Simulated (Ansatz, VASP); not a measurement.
## Cu in VASP and in Ansatz

The input POSCAR:

```
Cu
1.0
   -1.4427933200      1.4427933200      1.3760814500
    1.4427933200     -1.4427933200      1.3760814500
    1.4427933200      1.4427933200     -1.3760814500
Cu
1
Direct
    0.0000000000      0.0000000000      0.0000000000
```

INCAR.step1

```
ALGO = Normal
EDIFF = 1E-5
ENCUT = 520
GGA = PE
ISIF = 2
ISMEAR = -1
LASPH = True
LCHARG = False
LREAL = False
LWAVE = True
NBANDS = 12
NELM = 100
PREC = Accurate
SIGMA = 0.05
```

Contents of INCAR.step2:

```
AEXX = 0.2
AGGAC = 0.81
AGGAX = 0.72
ALDAC = 0.19
ALGO = Normal
EDIFF = 1E-6
ENCUT = 520
GGA = B3
ISIF = 2
ISMEAR = -1
ISTART = 1
LASPH = True
LCHARG = False
LHFCALC = True
LREAL = False
LWAVE = False
NBANDS = 12
NELM = 100
PREC = Accurate
PRECFOCK = Normal
SIGMA = 0.05
```

File KPOINTS:

```
k-points
0
Gamma
  7 7 7
```

Contents of input:

```
crystal:
  lattice:
    - [-1.44279332, 1.44279332, 1.37608145]
    - [1.44279332, -1.44279332, 1.37608145]
    - [1.44279332, 1.44279332, -1.37608145]
  atoms:
    - { symbol: Cu, position: [0.0, 0.0, 0.0] }
hamiltonian:
  xc: b3lyp
  pseudopotentials: { kind: paw }
kpoints:
  mp_grid: { grid: [7, 7, 7] }
scf:
  occupations: { method: fermi_dirac, width: 0.05 }
output:
  forces: true
  stress: true
  eigenvalues: true
  write_density: true
  write_potential: true
  elf: true
  volumetric_format: npy
```

Alike in both runs: task single point; functional B3LYP; k mesh 7 × 7 × 7; occupations fermi-dirac, width 0.05 eV; no spin polarisation.

```csv
,VASP,Ansatz
version,VASP 6.6.1,Ansatz 0.2.0
potentials or method,"VASP PAW PBE potentials, release 64 (Cu)",Ansatz PAW
plane-wave cutoff (eV),520,420
valence electrons in the cell,11,19
```

VASP gave:

```
gap on the k mesh at the Fermi level (eV)                     : none
pressure (GPa)                                                : 14.4
traceless stress, the component that is largest in VASP (GPa) : -3.78
```

Problem. Which values does Ansatz return?

Solution. gap on the k mesh at the Fermi level (eV): none; pressure (GPa): 14.1; traceless stress, the component that is largest in VASP (GPa): -3.80.

VASP's potentials were made for PBE, not for B3LYP. A gap of «none» marks a metal or a gap that the smearing closes. VASP's potentials hold 11 valence electrons a cell and Ansatz's 19, so a difference there can come from the potentials and not from the codes.

The k mesh is coarse, so the values compare programs but aren't converged.
